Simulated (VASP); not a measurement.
# ScAl3 (Pm-3m) in VASP: a series of runs

ScAl3 is run at these levels: r2SCAN; tasks: single point.

Everything below comes from runs of VASP 6.6.1. Logs are shortened: lines on timing, memory, paths and dates and some standing lists are left out, and cuts for length are marked.

**1. The cell of the first run**

The structure is cubic, space group Pm-3m (No. 221). The conventional cell has a = 4.086 Å, b = 4.086 Å, c = 4.086 Å, α = 90.00°, β = 90.00°, γ = 90.00°. Sc (site symmetry m-3m) has 12 Al at 2.89 Å within 3.8 Å. Within 3.8 Å of Al (site symmetry 4/mmm) lie 4 Sc at 2.89 Å and 8 Al at 2.89 Å. Within 3.8 Å of Al (site symmetry 4/mmm) lie 4 Sc at 2.89 Å and 8 Al at 2.89 Å.

**2. Single point, r2SCAN**

Input file POSCAR:

```
ScAl3
1.0
   -4.0855365693      0.0000000000      0.0000000000
    0.0000000000      4.0855365693      4.0855365693
    0.0000000000      4.0855365693     -4.0855365693
Sc Al
2 6
Direct
    0.0000000000      0.5000000000      0.5000000000
    0.0000000000      0.0000000000      0.0000000000
    0.5000000000      0.2500000000      0.7500000000
    0.5000000000      0.7500000000      0.2500000000
    0.0000000000      0.5000000000      0.0000000000
    0.0000000000      0.0000000000      0.5000000000
    0.5000000000      0.2500000000      0.2500000000
    0.5000000000      0.7500000000      0.7500000000
```

Input file INCAR.step1:

```
SYSTEM = ScAl3
ALGO     = Normal         ! electronic algorithm
EDIFF    = 1E-4           ! SCF threshold, eV
ENCUT    = 520            ! plane-wave cutoff, eV
GGA      = PE             ! functional
ISMEAR   = 0              ! smearing method
LASPH    = .True.         ! aspherical terms in the spheres
LCHARG   = .False.        ! write CHGCAR
LREAL    = .False.        ! projectors in reciprocal space
LWAVE    = .True.         ! write WAVECAR
NBANDS   = 30             ! bands
NELM     = 80             ! most SCF steps
PREC     = Accurate       ! precision mode
SIGMA    = 0.15           ! smearing width, eV
```

Input file INCAR.step2:

```
SYSTEM = ScAl3
ALGO     = Normal         ! electronic algorithm
EDIFF    = 1E-6           ! SCF threshold, eV
ENCUT    = 520            ! plane-wave cutoff, eV
ISIF     = 2              ! what is computed and relaxed
ISMEAR   = 0              ! smearing method
ISTART   = 1            
LASPH    = .True.         ! aspherical terms in the spheres
LCHARG   = .True.         ! write CHGCAR
LELF     = .True.         ! ELF
LMIXTAU  = .True.       
LREAL    = .False.        ! projectors in reciprocal space
LVHAR    = .True.       
LWAVE    = .False.        ! write WAVECAR
METAGGA  = R2SCAN         ! meta-GGA
NBANDS   = 30             ! bands
NELM     = 80             ! most SCF steps
PREC     = Accurate       ! precision mode
SIGMA    = 0.15           ! smearing width, eV
```

Input file KPOINTS:

```
k-points
0
Gamma
  8 6 6
  0 0 0
```

Potentials or basis: VASP PAW PBE potentials, release 64 (Sc_sv, Al).

Command:

```bash
> cat potpaw_PBE.64/Sc_sv/POTCAR potpaw_PBE.64/Al/POTCAR > POTCAR
> cp INCAR.step1 INCAR
> mpirun -np 1 vasp_std > vasp.out
> cp INCAR.step2 INCAR
> mpirun -np 1 vasp_std > vasp.out
```

OUTCAR:

```text
SYSTEM = ScAl3
   EDIFF = 1E-6
   ENCUT = 520
   ISIF = 2
   ISMEAR = 0
   ISTART = 1
   LASPH = .True.
   LREAL = .False.
   METAGGA = R2SCAN
   NELM = 80
   PREC = Accurate

 ion  position               nearest neighbor table
   1  0.000  0.500  0.500-   3 2.89   4 2.89   5 2.89   6 2.89   7 2.89   8 2.89   5 2.89   6 2.89
                             3 2.89   4 2.89   7 2.89   8 2.89
   2  0.000  0.000  0.000-   3 2.89   4 2.89   5 2.89   6 2.89   7 2.89   8 2.89   6 2.89   5 2.89
                             3 2.89   4 2.89   7 2.89   8 2.89
   3  0.500  0.250  0.750-   1 2.89   2 2.89   5 2.89   6 2.89   7 2.89   8 2.89   7 2.89   8 2.89
                             1 2.89   2 2.89   5 2.89   6 2.89
   4  0.500  0.750  0.250-   1 2.89   2 2.89   5 2.89   6 2.89   7 2.89   8 2.89   8 2.89   7 2.89
                             1 2.89   2 2.89   5 2.89   6 2.89
   5  0.000  0.500  0.000-   1 2.89   2 2.89   3 2.89   4 2.89   7 2.89   8 2.89   1 2.89   2 2.89
                             3 2.89   4 2.89   7 2.89   8 2.89
   6  0.000  0.000  0.500-   1 2.89   2 2.89   3 2.89   4 2.89   7 2.89   8 2.89   2 2.89   1 2.89
                             3 2.89   4 2.89   7 2.89   8 2.89
   7  0.500  0.250  0.250-   1 2.89   2 2.89   3 2.89   4 2.89   5 2.89   6 2.89   3 2.89   4 2.89
                             1 2.89   2 2.89   5 2.89   6 2.89
   8  0.500  0.750  0.750-   1 2.89   2 2.89   3 2.89   4 2.89   5 2.89   6 2.89   4 2.89   3 2.89
                             1 2.89   2 2.89   5 2.89   6 2.89

  LATTYP: Found a simple tetragonal cell.
 ALAT       =     5.7778212259
 C/A-ratio  =     0.7071067812

  Lattice vectors:

 A1 = (   0.0000000000,   4.0855365693,   4.0855365693)
 A2 = (   0.0000000000,   4.0855365693,  -4.0855365693)
 A3 = (  -4.0855365693,   0.0000000000,   0.0000000000)

Analysis of symmetry for initial positions (statically):
=====================================================================
 Subroutine PRICEL returns following result:

  LATTYP: Found a simple cubic cell.
 ALAT       =     4.0855365693

  Lattice vectors:

 A1 = (  -4.0855365693,   0.0000000000,   0.0000000000)
 A2 = (   0.0000000000,   0.0000000000,   4.0855365693)
 A3 = (   0.0000000000,   4.0855365693,   0.0000000000)

   2 primitive cells build up your supercell.

 Routine SETGRP: Setting up the symmetry group for a
 simple tetragonal supercell.

 Subroutine GETGRP returns: Found 16 space group operations
 (whereof 16 operations were pure point group operations)
 out of a pool of 16 trial point group operations.

The static configuration has the point symmetry D_4h.

Analysis of symmetry for dynamics (positions and initial velocities):
=====================================================================
 Subroutine PRICEL returns following result:

  LATTYP: Found a simple cubic cell.
 ALAT       =     4.0855365693

  Lattice vectors:

 A1 = (  -4.0855365693,   0.0000000000,   0.0000000000)
 A2 = (   0.0000000000,   0.0000000000,   4.0855365693)
 A3 = (   0.0000000000,   4.0855365693,   0.0000000000)

   2 primitive cells build up your supercell.

 Routine SETGRP: Setting up the symmetry group for a
 simple tetragonal supercell.

 Subroutine GETGRP returns: Found 16 space group operations
 (whereof 16 operations were pure point group operations)
 out of a pool of 16 trial point group operations.

The dynamic configuration has the point symmetry D_4h.

 Subroutine INISYM returns: Found 16 space group operations
 (whereof 16 operations are pure point group operations),
 and found     2 'primitive' translations

----------------------------------------------------------------------------------------

                                     Primitive cell

  volume of cell :      68.1942

  direct lattice vectors                    reciprocal lattice vectors
    -4.085536569  0.000000000  0.000000000    -0.244765891  0.000000000  0.000000000
     0.000000000  0.000000000  4.085536569     0.000000000  0.000000000  0.244765891
     0.000000000  4.085536569  0.000000000     0.000000000  0.244765891  0.000000000

  length of vectors
     4.085536569  4.085536569  4.085536569     0.244765891  0.244765891  0.244765891

  position of ions in fractional coordinates (direct lattice)
     0.000000000  0.000000000  0.000000000
     0.500000000  0.500000000  0.000000000
     0.000000000  0.500000000  0.500000000
     0.500000000  0.000000000  0.500000000

  ion indices of the primitive-cell ions
   primitive index   ion index
                 1           1
                 2           3
                 3           5
                 4           7

----------------------------------------------------------------------------------------

 KPOINTS: k-points

Automatic generation of k-mesh.
 Grid dimensions read from file:
 generate k-points for:    8    6    6

 Generating k-lattice:

  Cartesian coordinates                     Fractional coordinates (reciprocal lattice)
    -0.030595736  0.000000000  0.000000000     0.125000000  0.000000000  0.000000000
     0.000000000  0.020397158  0.020397158     0.000000000  0.166666667  0.000000000
     0.000000000  0.020397158 -0.020397158     0.000000000  0.000000000  0.166666667

  Length of vectors
     0.030595736  0.028845937  0.028845937

  Shift w.r.t. Gamma in fractional coordinates (k-lattice)
     0.000000000  0.000000000  0.000000000

 Subroutine IBZKPT returns following result:
 ===========================================

 Found     50 irreducible k-points:

 Following reciprocal coordinates:
            Coordinates               Weight
  0.000000  0.000000  0.000000      1.000000
  0.125000  0.000000  0.000000      2.000000
  0.250000  0.000000  0.000000      2.000000
  0.375000  0.000000  0.000000      2.000000
  0.500000  0.000000  0.000000      1.000000
  0.000000  0.166667  0.000000      4.000000
[... 16 lines left out ...]
  0.250000  0.166667  0.166667      8.000000
  0.375000  0.166667  0.166667      8.000000
 [... further k-points ...]
   k-points           NKPTS =     50   k-points in BZ     NKDIM =     50   number of bands    NBANDS=     30
   number of dos      NEDOS =    301   number of ions     NIONS =      8
   total plane-waves  NPLWV =  69120
   dimension x,y,z NGX =    30 NGY =   48 NGZ =   48
   dimension x,y,z NGXF=    60 NGYF=   96 NGZF=   96
   ions per type =               2   6
   NGX,Y,Z   is equivalent  to a cutoff of  12.21, 13.81, 13.81 a.u.
   NGXF,Y,Z  is equivalent  to a cutoff of  24.41, 27.62, 27.62 a.u.
 SYSTEM =  ScAl3
   PREC   = accura    normal or accurate (medium, high low for compatibility)
   ISTART =      1    job   : 0-new  1-cont  2-samecut
   ICHARG =      0    charge: 1-file 2-atom 10-const
   ISPIN  =      1    spin polarized calculation?
   LNONCOLLINEAR =      F non collinear calculations
   LSORBIT =      F    spin-orbit coupling
   LASPH  =      T    aspherical Exc in radial PAW
   ENCUT  =  520.0 eV  38.22 Ry    6.18 a.u.   7.60 10.74 10.74*2*pi/ulx,y,z
   NELM   =     80;   NELMIN=  2; NELMDL=  0     # of ELM steps
   EDIFF  = 0.1E-05   stopping-criterion for ELM
   LREAL  =      F    real-space projection
   EDIFFG = 0.1E-04   stopping-criterion for IOM
   NSW    =      0    number of steps for IOM
   IBRION =     -1    ionic relax: 0-MD 1-quasi-New 2-CG
   NFREE  =      0    steps in history (QN), initial steepest desc. (CG)
   ISIF   =      2    stress and relaxation
   ISYM   =      2    0-nonsym 1-usesym 2-fastsym
   POTIM  = 0.5000    time-step for ionic-motion
   TEBEG  =    0.0;   TEEND  =   0.0 temperature during run
   PSTRESS=    0.0 pullay stress
   NELECT =      40.0000    total number of electrons
   NUPDOWN=      -1.0000    fix difference up-down
   EMIN   =  10.00;   EMAX   =-10.00  energy-range for DOS
   EFERMI =   0.00;   METHOD = LEGACY
   ISMEAR =     0;   SIGMA  =   0.15  broadening in eV -4-tet -1-fermi 0-gaus
   EFERMI_NEDOS =   21; number of points for ismear=-14 and -15
   IALGO  =     38    algorithm
   IMIX   =      4    mixing-type and parameters
     AMIX     =   0.40;   BMIX     =  1.00
     AMIX_MAG =   1.60;   BMIX_MAG =  1.00
  volume/ion in A,a.u.               =      17.05       115.05
  Fermi-wavevector in a.u.,A,eV,Ry     =   1.087683  2.055423 16.096435  1.183055
  Thomas-Fermi vector in A             =   2.223848
   LORBIT       =      0    0 simple, 1 ext, 2 COOP (PROOUT), +10 PAW based schemes
   METAGGA = R2SCAN    functional components
   LHFCALC =     F    Hartree Fock is set to
   AEXX    =    0.0000 exact exchange contribution
   IVDW    =     0    specifies the selected vdW correction
   LEPSILON=     F    determine dielectric tensor
   LRPA    =     F    only Hartree local field effects (RPA)
 non-spin polarized calculation
 Gauss-broadening in eV      SIGMA  =   0.15
  energy-cutoff  :      520.00
  volume of cell :      136.39
 maximum number of plane-waves:      3708
   NGX = 15   NGY = 21   NGZ = 21

 number of electron      40.0000001 magnetization

 Free energy of the ion-electron system (eV)
  ---------------------------------------------------
  ext. energy  EPLUGINS =         0.00000000
  ---------------------------------------------------
  free energy    TOTEN  =       -67.02407384 eV

  energy without entropy =      -66.99625525  energy(sigma->0) =      -67.01016454

 E-fermi :   7.3738     XC(G=0): -11.1301

 val. band max:        7.3597436072   @ k =   0.5000   0.5000   0.0000
 cond. band min:       7.4309020196   @ k =   0.5000   0.5000   0.1667
 fundamental gap:      0.0711584123
 Fermi energy:         7.3738119387

 k-point     1 :       0.0000    0.0000    0.0000
  band No.  band energies     occupation
      1     -43.7419      2.00000
      2     -43.7391      2.00000
      3     -21.5120      2.00000
      4     -21.5120      2.00000
      5     -21.4816      2.00000
      6     -21.4814      2.00000
[... 22 lines left out ...]
     29      10.9750      0.00000
     30      10.9750      0.00000
[... 728 lines left out ...]
  band No.  band energies     occupation
      1     -43.7403      2.00000
      2     -43.7383      2.00000
      3     -21.5109      2.00000
      4     -21.5091      2.00000
      5     -21.5040      2.00000
      6     -21.5000      2.00000
[... 22 lines left out ...]
     29      10.3063      0.00000
     30      11.2330      0.00000

 [... further k-points ...]

------------------------ aborting loop because EDIFF is reached ----------------------------------------

  FORCE on cell =-STRESS in cart. coord.  units (eV):
  Direction    XX          YY          ZZ          XY          YZ          ZX
  --------------------------------------------------------------------------------------
  -------------------------------------------------------------------------------------
  Total        0.1814065     -0.0526717     -0.0526717      0.0000000      0.0000000      0.0000000
  in kB        2.1310130     -0.6187433     -0.6187433      0.0000000      0.0000000      0.0000000
  external PRESSURE =       0.2978422 kB  Pullay stress =       0.0000000 kB

 VOLUME and BASIS-vectors are now :
 -----------------------------------------------------------------------------
  energy-cutoff  :      520.00
  volume of cell :      136.39
      direct lattice vectors                 reciprocal lattice vectors
    -4.085536569  0.000000000  0.000000000    -0.244765891  0.000000000  0.000000000
     0.000000000  4.085536569  4.085536569     0.000000000  0.122382946  0.122382946
     0.000000000  4.085536569 -4.085536569     0.000000000  0.122382946 -0.122382946

 POSITION                                       TOTAL-FORCE (eV/Angst)
 -----------------------------------------------------------------------------------
      0.00000      4.08554      0.00000        -0.000000      0.000000      0.000000
      0.00000      0.00000      0.00000        -0.000000      0.000000     -0.000000
     -2.04277      4.08554     -2.04277         0.000000     -0.000000      0.000000
     -2.04277      4.08554      2.04277         0.000000      0.000000     -0.000000
      0.00000      2.04277      2.04277         0.000000     -0.000000      0.000000
      0.00000      2.04277     -2.04277         0.000000     -0.000000      0.000000
     -2.04277      2.04277      0.00000        -0.000000     -0.000000     -0.000000
     -2.04277      6.12830      0.00000         0.000000     -0.000000      0.000000
 -----------------------------------------------------------------------------------
    total drift:                               -0.000000      0.000000     -0.000000

  FREE ENERGIE OF THE ION-ELECTRON SYSTEM (eV)
  ---------------------------------------------------
  free  energy   TOTEN  =       -67.0240738362 eV

  energy  without entropy=      -66.9962552530  energy(sigma->0) =      -67.01016454
```

Wall time 7.8 min (1 thread of Intel Xeon 6975P-C (Granite Rapids), shared host); peak memory 0.37 GiB.

Results:

```yaml
Free_energy: -67.0241 eV
Pressure: 0.0 GPa
Band_gap_on_the_k_mesh: zero (bands 20 and 21 overlap by 1.96 eV)
```

Levels at points of the mesh, in eV from the Fermi level:
```tsv
k point	band 17	band 18	band 19	band 20	band 21	band 22	band 23	band 24
(0.00, 0.00, 0.00)	-2.06	-2.06	-0.62	-0.62	1.15	1.27	1.37	1.37
(0.50, 0.00, 0.00)	-3.32	-1.90	-1.90	-1.63	0.93	0.93	1.02	1.14
(0.00, 0.50, 0.00)	-1.73	-1.73	0.10	0.10	0.17	0.17	1.17	1.17
(0.50, 0.50, 0.00)	-2.76	-2.76	-2.05	-2.05	-0.01	-0.01	2.41	2.41
(0.00, 0.50, 0.50)	-1.63	-1.63	0.93	0.93	0.93	0.93	1.14	1.14
(0.50, 0.50, 0.50)	-0.62	-0.62	-0.62	-0.62	1.15	1.15	1.47	1.47
```

Caveat: the PAW data sets were made with another functional, which shifts forces and pressure a little.

**3. Single point, r2SCAN**

This run uses another cell than the first one: it holds 4 atoms, not 8.

Input file POSCAR:

```
ScAl3
1.0
    3.9865819968      0.0000000000      0.0000000000
    0.0000000000      3.9865819968      0.0000000000
    0.0000000000      0.0000000000      3.9865819968
Sc Al
1 3
Direct
    0.0000000000      0.0000000000      0.0000000000
    0.5000000000      0.0000000000      0.5000000000
    0.0000000000      0.5000000000      0.5000000000
    0.5000000000      0.5000000000      0.0000000000
```

Input file INCAR.step1:

```
SYSTEM = ScAl3
PREC     = Accurate       ! precision mode
ENCUT    = 520            ! plane-wave cutoff, eV
ISMEAR   = 0              ! smearing method
SIGMA    = 0.1            ! smearing width, eV
LREAL    = .False.        ! projectors in reciprocal space
LASPH    = .True.         ! aspherical terms in the spheres
NELM     = 100            ! most SCF steps
NBANDS   = 18             ! bands
GGA      = PE             ! functional
ALGO     = Normal         ! electronic algorithm
EDIFF    = 1E-4           ! SCF threshold, eV
LWAVE    = .True.         ! write WAVECAR
LCHARG   = .False.        ! write CHGCAR
```

Input file INCAR.step2:

```
SYSTEM = ScAl3
PREC     = Accurate       ! precision mode
ENCUT    = 520            ! plane-wave cutoff, eV
EDIFF    = 1E-7           ! SCF threshold, eV
ISMEAR   = 0              ! smearing method
SIGMA    = 0.1            ! smearing width, eV
LREAL    = .False.        ! projectors in reciprocal space
LASPH    = .True.         ! aspherical terms in the spheres
NELM     = 100            ! most SCF steps
ALGO     = Normal         ! electronic algorithm
ISIF     = 2              ! what is computed and relaxed
LWAVE    = .False.        ! write WAVECAR
LCHARG   = .False.        ! write CHGCAR
METAGGA  = R2SCAN         ! meta-GGA
LMIXTAU  = .True.       
NBANDS   = 18             ! bands
ISTART   = 1
```

Input file KPOINTS:

```
regular mesh
0
Gamma
  10 10 10
  0 0 0
```

Potentials or basis: VASP PAW PBE potentials, release 64 (Sc_sv, Al).

Command:

```bash
> cat potpaw_PBE.64/Sc_sv/POTCAR potpaw_PBE.64/Al/POTCAR > POTCAR
> cp INCAR.step1 INCAR
> mpirun -np 1 vasp_std > vasp.out
> cp INCAR.step2 INCAR
> mpirun -np 1 vasp_std > vasp.out
```

Wall time 2.8 min (1 thread of Oxide Virtual Turin-like, shared host); peak memory 0.17 GiB.

It converged, with:

- Free energy: -33.3973 eV
- Pressure: 8.0 GPa
- Band gap on the k mesh: zero (bands 10 and 11 overlap by 4.44 eV)

Levels at points of the mesh, in eV from the Fermi level:
```
           k point  band 8  band 9  band 10  band 11  band 12  band 13
(0.00, 0.00, 0.00)   -2.05   -2.05    -2.05     1.26     1.43     1.43
(0.50, 0.00, 0.00)   -1.99   -1.77     1.09     1.09     1.32     1.63
(0.50, 0.50, 0.00)   -4.89   -0.64    -0.64     1.20     1.58     2.48
(0.50, 0.50, 0.50)   -5.14   -3.35    -3.35    -3.35     1.24     3.10
```

Caveat: the cell stands under pressure; the PAW data sets were made with another functional, which shifts forces and pressure a little.

(Continued in part 2 of 2.)

The gap in the log of VASP goes by the Fermi energy; the results here count the filled bands.